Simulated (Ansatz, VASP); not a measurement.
# Two plane-wave programs on KI

The input INCAR:

```
PREC     = Accurate       # precision mode
ENCUT    = 520            # plane-wave cutoff, eV
EDIFF    = 1E-7           # SCF threshold, eV
ISMEAR   = 0              # smearing method
SIGMA    = 0.01           # smearing width, eV
LREAL    = False          # projectors in reciprocal space
LASPH    = True           # aspherical terms in the spheres
NELM     = 80             # most SCF steps
ALGO     = Normal         # electronic algorithm
ISIF     = 2              # what is computed and relaxed
LWAVE    = False          # write WAVECAR
LCHARG   = False          # write CHGCAR
GGA      = PS             # functional
NBANDS   = 15             # bands
```

Contents of KPOINTS:

```
Automatic mesh
0
Gamma
  6 6 6
```

File POSCAR:

```
KI
1.0
    4.1121853033      0.0000000000      0.0000000000
    0.0000000000      4.1121853033      0.0000000000
    0.0000000000      0.0000000000      4.1121853033
K I
1 1
Direct
    0.0000000000      0.0000000000      0.0000000000
    0.5000000000      0.5000000000      0.5000000000
```

Input for Ansatz:

```yaml
crystal:
  lattice:
    - [4.11218530327365, 0.0, 0.0]
    - [0.0, 4.11218530327365, 0.0]
    - [0.0, 0.0, 4.11218530327365]
  atoms:
    - { symbol: K, position: [0.0, 0.0, 0.0] }
    - { symbol: I, position: [0.5, 0.5, 0.5] }
basis:
  ecutwfc: 476.19925930478996
kpoints:
  mp_grid:
    grid: [6, 6, 6]
hamiltonian:
  xc: pbesol
scf:
  occupations:
    method: fixed
output:
  stress: true
```

Alike in both runs: task single point; functional PBEsol; k mesh 6 × 6 × 6; no spin polarisation.

```csv
,VASP,Ansatz
version,VASP 6.6.1,Ansatz 0.2.0
potentials or method,"VASP PAW PBE potentials, release 64 (K_sv, I), cutoff 520 eV","plane waves, PAW"
occupations,"gaussian, width 0.01 eV",fixed
valence electrons in the cell,16,26
```

```tsv
	VASP	Ansatz	Ansatz less VASP
pressure (GPa)	1.6	1.5	-0.06
```

VASP's potentials were made for PBE, not for PBEsol. VASP's potentials hold 16 valence electrons a cell and Ansatz's 26, so a difference there can come from the potentials and not from the codes.

Spin-orbit coupling is off throughout.
